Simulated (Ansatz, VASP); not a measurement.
**Cu in VASP and in Ansatz**

```
Cu
1.0
     2.51075    0.00000    0.00000
    -1.25538    2.17438    0.00000
     0.00000    0.00000    8.19292
Cu
4
Direct
  0.00000 0.00000 0.00000
  0.00000 0.00000 0.50000
  0.33333 0.66667 0.25000
  0.66667 0.33333 0.75000
```

Alike in both runs: task single point; functional BLYP; k mesh 15 × 15 × 4; occupations fermi-dirac, width 0.1 eV; no spin polarisation.

|  | VASP | Ansatz |
| --- | --- | --- |
| version | VASP 6.6.1 | Ansatz 0.2.0 |
| potentials or method | VASP PAW PBE potentials, release 64 (Cu), cutoff 520 eV | plane waves (420 eV) with PAW, scalar-relativistic |
| valence electrons in the cell | 44 | 76 |

|  | VASP | Ansatz | Ansatz less VASP |
| --- | --- | --- | --- |
| pressure (GPa) | 20.8 | 20.2 | -0.69 |
| traceless stress, the component that is largest in VASP (GPa) | 1.18 | 1.17 | -0.010 |

VASP's potentials were made for PBE, not for BLYP. VASP's potentials hold 44 valence electrons a cell and Ansatz's 76, so a difference there can come from the potentials and not from the codes.
